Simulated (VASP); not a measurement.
# Rh (P-1) in VASP: single point with PBEsol

Aim: the single point of Rh with PBEsol.

All numbers are computed with VASP 6.6.1; they aren't measurements. Logs are shortened: lines on timing, memory, paths and dates and some standing lists are left out, and cuts for length are marked.

## 1. The cell of the first run

The typed cell holds 1 atom: a = 2.358 Å, b = 2.614 Å, c = 2.886 Å, α = 52.08°, β = 71.55°, γ = 68.61°.

## 2. Single point, PBEsol

Contents of INCAR:

```
  PREC = Accurate
  ENCUT = 520
  EDIFF = 1E-6
  ISMEAR = 0
  SIGMA = 0.15
  LREAL = F
  LASPH = T
  NELM = 80
  ALGO = Fast
  ISIF = 2
  LWAVE = F
  LCHARG = F
  GGA = PS
  NBANDS = 14
```

Contents of KPOINTS:

```
regular mesh
0
Gamma
  16 16 16
```

Contents of POSCAR:

```
Rh
1.0
   -0.1457505331      1.6545293633      1.6740580936
    2.1233175742      0.0030577646      1.5252497960
    2.3213679096      1.7037714010     -0.1949925708
Rh
1
Direct
    0.0000000000      0.0000000000      0.0000000000
```

Potentials or basis: VASP PAW PBE potentials, release 64 (Rh_pv).

Launch:

```sh
> cat potpaw_PBE.64/Rh_pv/POTCAR > POTCAR
> mpirun -np 1 vasp_std > vasp.out
```

OUTCAR:

```text
PREC = Accurate
   ENCUT = 520
   EDIFF = 1E-6
   ISMEAR = 0
   LREAL = F
   LASPH = T
   NELM = 80
   ISIF = 2
   GGA = PS

 ion  position               nearest neighbor table
   1  0.000  0.000  0.000-

  LATTYP: Found a triclinic cell.
 ALAT       =     2.3582156671
 B/A-ratio  =     1.4230964700
 C/A-ratio  =     1.1086175006
 COS(alpha) =     0.0057975587
 COS(beta)  =     0.3647785908
 COS(gamma) =     0.6907180969

  Lattice vectors:

 A1 = (   0.1457505331,  -1.6545293633,  -1.6740580936)
 A2 = (  -0.0522998023,  -3.3552429997,   0.0461842732)
 A3 = (  -2.1233175742,  -0.0030577646,  -1.5252497960)

Analysis of symmetry for initial positions (statically):
=====================================================================
 Subroutine PRICEL returns:
 Original cell was already a primitive cell.

 Routine SETGRP: Setting up the symmetry group for a
 triclinic supercell.

 Subroutine GETGRP returns: Found  2 space group operations
 (whereof  2 operations were pure point group operations)
 out of a pool of  2 trial point group operations.

The static configuration has the point symmetry S_2 .

Analysis of symmetry for dynamics (positions and initial velocities):
=====================================================================
 Subroutine PRICEL returns:
 Original cell was already a primitive cell.

 Routine SETGRP: Setting up the symmetry group for a
 triclinic supercell.

 Subroutine GETGRP returns: Found  2 space group operations
 (whereof  2 operations were pure point group operations)
 out of a pool of  2 trial point group operations.

The dynamic configuration has the point symmetry S_2 .

 Subroutine INISYM returns: Found  2 space group operations
 (whereof  2 operations are pure point group operations),
 and found     1 'primitive' translations

----------------------------------------------------------------------------------------

                                     Primitive cell

  volume of cell :      12.9663

  direct lattice vectors                    reciprocal lattice vectors
    -0.145750533  1.654529363  1.674058094    -0.200464104  0.304998643  0.278456907
     2.123317574  0.003057765  1.525249796     0.244853097 -0.297516726  0.315363983
     2.321367910  1.703771401 -0.194992571     0.194230894  0.291283517 -0.270974990

  length of vectors
[... 82 lines left out ...]
   EDIFFG = 0.1E-04   stopping-criterion for IOM
   NSW    =      0    number of steps for IOM
   IBRION =     -1    ionic relax: 0-MD 1-quasi-New 2-CG
   NFREE  =      0    steps in history (QN), initial steepest desc. (CG)
   ISIF   =      2    stress and relaxation
   ISYM   =      2    0-nonsym 1-usesym 2-fastsym
   POTIM  = 0.5000    time-step for ionic-motion
   TEBEG  =    0.0;   TEEND  =   0.0 temperature during run
   PSTRESS=    0.0 pullay stress
   NELECT =      15.0000    total number of electrons
   NUPDOWN=      -1.0000    fix difference up-down
   EMIN   =  10.00;   EMAX   =-10.00  energy-range for DOS
   EFERMI =   0.00;   METHOD = LEGACY
   ISMEAR =     0;   SIGMA  =   0.15  broadening in eV -4-tet -1-fermi 0-gaus
   EFERMI_NEDOS =   21; number of points for ismear=-14 and -15
   IALGO  =     68    algorithm
   IMIX   =      4    mixing-type and parameters
     AMIX     =   0.40;   BMIX     =  1.00
     AMIX_MAG =   1.60;   BMIX_MAG =  1.00
  volume/ion in A,a.u.               =      12.97        87.50
  Fermi-wavevector in a.u.,A,eV,Ry     =   1.718568  3.247623 40.184497  2.953477
  Thomas-Fermi vector in A             =   2.795357
   LORBIT       =      0    0 simple, 1 ext, 2 COOP (PROOUT), +10 PAW based schemes
   GGA     = PS    functional components
   LHFCALC =     F    Hartree Fock is set to
   AEXX    =    0.0000 exact exchange contribution
   IVDW    =     0    specifies the selected vdW correction
   LEPSILON=     F    determine dielectric tensor
   LRPA    =     F    only Hartree local field effects (RPA)
 non-spin polarized calculation
 RMM-DIIS sequential band-by-band and
 Gauss-broadening in eV      SIGMA  =   0.15
  energy-cutoff  :      520.00
  volume of cell :       12.97
 maximum number of plane-waves:       361
 NGX is ok and might be reduce to    18
   NGX =  9   NGY =  9   NGZ = 11

 number of electron      15.0000005 magnetization

 Free energy of the ion-electron system (eV)
  ---------------------------------------------------
  ext. energy  EPLUGINS =         0.00000000
  ---------------------------------------------------
  free energy    TOTEN  =        -7.36961051 eV

  energy without entropy =       -7.35187200  energy(sigma->0) =       -7.36074126

 E-fermi :  12.8058     XC(G=0): -14.5369

 val. band max:       12.8041775796   @ k =  -0.2500   0.1875   0.1875
 cond. band min:      12.8068606695   @ k =  -0.0625  -0.2500   0.3750
 fundamental gap:      0.0026830899
 Fermi energy:        12.8057685213

 k-point     1 :       0.0000    0.0000    0.0000
  band No.  band energies     occupation
      1     -33.4965      2.00000
      2     -33.3753      2.00000
      3     -33.3124      2.00000
      4       4.4606      2.00000
      5       6.9837      2.00000
      6       8.6504      2.00000
      7      11.6464      2.00000
      8      11.6875      2.00000
      9      13.8798      0.00000
     10      29.2361      0.00000
     11      30.2832      0.00000
     12      33.3879      0.00000
     13      36.9578      0.00000
     14      38.6248      0.00000
[... 377 lines left out ...]
      1     -33.5752      2.00000
      2     -33.5051      2.00000
      3     -33.3979      2.00000
      4       5.4004      2.00000
      5       7.5023      2.00000
      6       8.7553      2.00000
      7      11.3644      2.00000
      8      11.7811      2.00000
      9      13.2897      0.00001
     10      29.9799      0.00000
     11      30.9237      0.00000
     12      33.3848      0.00000
     13      35.4392      0.00000
     14      36.2006      0.00000

 [... further k-points ...]
[... 5 lines left out ...]
  --------------------------------------------------------------------------------------
  -------------------------------------------------------------------------------------
  Total       -0.5408385      4.1682150      5.2907855     -0.1678617      0.8813518      0.7565401
  in kB      -66.8286765    515.0452395    653.7555955    -20.7418194    108.9041893     93.4818352
  external PRESSURE =     367.3240528 kB  Pullay stress =       0.0000000 kB

 VOLUME and BASIS-vectors are now :
 -----------------------------------------------------------------------------
  energy-cutoff  :      520.00
  volume of cell :       12.97
      direct lattice vectors                 reciprocal lattice vectors
    -0.145750533  1.654529363  1.674058094    -0.200464104  0.304998643  0.278456907
     2.123317574  0.003057765  1.525249796     0.244853097 -0.297516726  0.315363983
     2.321367910  1.703771401 -0.194992571     0.194230894  0.291283517 -0.270974990

 POSITION                                       TOTAL-FORCE (eV/Angst)
 -----------------------------------------------------------------------------------
      0.00000      0.00000      0.00000         0.000000      0.000000      0.000000
 -----------------------------------------------------------------------------------
    total drift:                                0.000000     -0.000000      0.000000

  FREE ENERGIE OF THE ION-ELECTRON SYSTEM (eV)
  ---------------------------------------------------
  free  energy   TOTEN  =        -7.3696105133 eV

  energy  without entropy=       -7.3518720025  energy(sigma->0) =       -7.36074126
```

OSZICAR:

```text
N       E                     dE             d eps       ncg     rms          rms(c)
DAV:   1     0.120192227885E+03    0.12019E+03   -0.87356E+03 57788   0.116E+03
DAV:   2    -0.627050175062E+01   -0.12646E+03   -0.12073E+03 63936   0.344E+02
DAV:   3    -0.781684584118E+01   -0.15463E+01   -0.15434E+01 68982   0.419E+01
DAV:   4    -0.782237118678E+01   -0.55253E-02   -0.55251E-02 65058   0.255E+00
DAV:   5    -0.782241702185E+01   -0.45835E-04   -0.45836E-04 67236   0.205E-01    0.141E+01
RMM:   6    -0.739656889778E+01    0.42585E+00   -0.61510E-01 61538   0.775E+00    0.585E+00
RMM:   7    -0.737350505793E+01    0.23064E-01   -0.34550E-02 63399   0.197E+00    0.234E+00
RMM:   8    -0.736975159915E+01    0.37535E-02   -0.65425E-03 68787   0.941E-01    0.194E-01
RMM:   9    -0.736959978928E+01    0.15181E-03   -0.60206E-04 71444   0.295E-01    0.355E-02
RMM:  10    -0.736961092886E+01   -0.11140E-04   -0.85845E-05 72249   0.129E-01    0.119E-02
RMM:  11    -0.736961028870E+01    0.64016E-06   -0.18900E-05 72084   0.583E-02    0.345E-03
RMM:  12    -0.736961051331E+01   -0.22462E-06   -0.46566E-06 57467   0.294E-02
   1 F= -.73696105E+01 E0= -.73607413E+01  d E =-.177385E-01
```

stdout:

```text
POSCAR found type information on POSCAR Rh
 POSCAR found :  1 types and       1 ions
 scaLAPACK will be used
 -----------------------------------------------------------------------------
|                                                                             |
|                                                                             |
|     You enforced a specific xc type in the INCAR file but a different       |
|     I HOPE YOU KNOW WHAT YOU ARE DOING!                                     |
|                                                                             |
 -----------------------------------------------------------------------------

 LDA part: xc-table for (Slater+PW92), standard interpolation
 POSCAR, INCAR and KPOINTS ok, starting setup
 FFT: planning ... GRIDC
 FFT: planning ... GRID_SOFT
 FFT: planning ... GRID
 WAVECAR not read
 entering main loop
WARNING in EDDRMM: call to ZHEGV failed, returncode =   8  4     13
WARNING in EDDRMM: call to ZHEGV failed, returncode =   8  4     12
WARNING in EDDRMM: call to ZHEGV failed, returncode =   8  4     13
WARNING in EDDRMM: call to ZHEGV failed, returncode =   8  4     13
WARNING in EDDRMM: call to ZHEGV failed, returncode =   6  3     13
WARNING in EDDRMM: call to ZHEGV failed, returncode =   6  3     13
WARNING in EDDRMM: call to ZHEGV failed, returncode =   8  4     14
WARNING in EDDRMM: call to ZHEGV failed, returncode =   8  4     12
```

It took 3.1 min on 1 thread of Intel Xeon 6975P-C (Granite Rapids), shared host; peak memory 0.42 GiB.

What came out:

```
Free energy            : -7.3696 eV
Pressure               : 36.7 GPa
Band gap on the k mesh : zero (an odd number of electrons rules out a gap without spin polarisation)
```

Caveat: the cell stands under pressure; the PAW data sets were made with another functional, which shifts forces and pressure a little.
